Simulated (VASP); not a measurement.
Input of a VASP 6.6.1 run:

INCAR

```
SYSTEM = MoS2
PREC     = Accurate       ! precision mode
ENCUT    = 520            ! plane-wave cutoff, eV
EDIFF    = 1E-8           ! SCF threshold, eV
ISMEAR   = -1             ! smearing method
SIGMA    = 0.03           ! smearing width, eV
LREAL    = .FALSE.        ! projectors in reciprocal space
LASPH    = .TRUE.         ! aspherical terms in the spheres
NELM     = 100            ! most SCF steps
ALGO     = Normal         ! electronic algorithm
ISIF     = 2              ! what is computed and relaxed
LWAVE    = .FALSE.        ! write WAVECAR
LCHARG   = .FALSE.        ! write CHGCAR
GGA      = PE             ! functional
LEFG     = .TRUE.       
NBANDS   = 35             ! bands
```

File KPOINTS:

```
regular mesh
0
G
  10 10 3
  0 0 0
```

Contents of POSCAR:

```
MoS2
1.0
    3.1819359971      0.0000000000      0.0000000000
   -1.5909679986      2.7556374067      0.0000000000
    0.0000000000      0.0000000000     12.3764262140
Mo S
2 4
Direct
    0.3333333333      0.6666666667      0.2500000000
    0.6666666667      0.3333333333      0.7500000000
    0.3333333333      0.6666666667      0.6275000000
    0.6666666667      0.3333333333      0.1275000000
    0.3333333333      0.6666666667      0.8725000000
    0.6666666667      0.3333333333      0.3725000000
```

Potentials or basis: VASP PAW PBE potentials, release 64 (Mo_sv, S).

Command:

```sh
$ cat potpaw_PBE.64/Mo_sv/POTCAR potpaw_PBE.64/S/POTCAR > POTCAR
$ mpirun -np 1 vasp_std > vasp.out
```

Estimate the largest force.

0.837 eV/Å.

Estimate the pressure.

5.4 GPa.

Estimate the band gap on the k mesh.

0.88 eV (least direct gap 1.83 eV).

Forces in eV/Å, atoms in the order of the input:
```
Mo   0.000  0.000  0.000
Mo   0.000  0.000  0.000
S    0.000  0.000 -0.837
S    0.000  0.000 -0.837
S    0.000  0.000  0.837
S    0.000  0.000  0.837
```

Caveat: the stress differs along the axes, from 3 to 10 GPa; without QUAD_EFG the Cq values of the log hold for a quadrupole moment of 1 mb, not for the nuclei; this functional lacks dispersion, which binds layers or chains, so the pressure and a relaxed spacing across them are unreliable. A k mesh can miss the band edges.
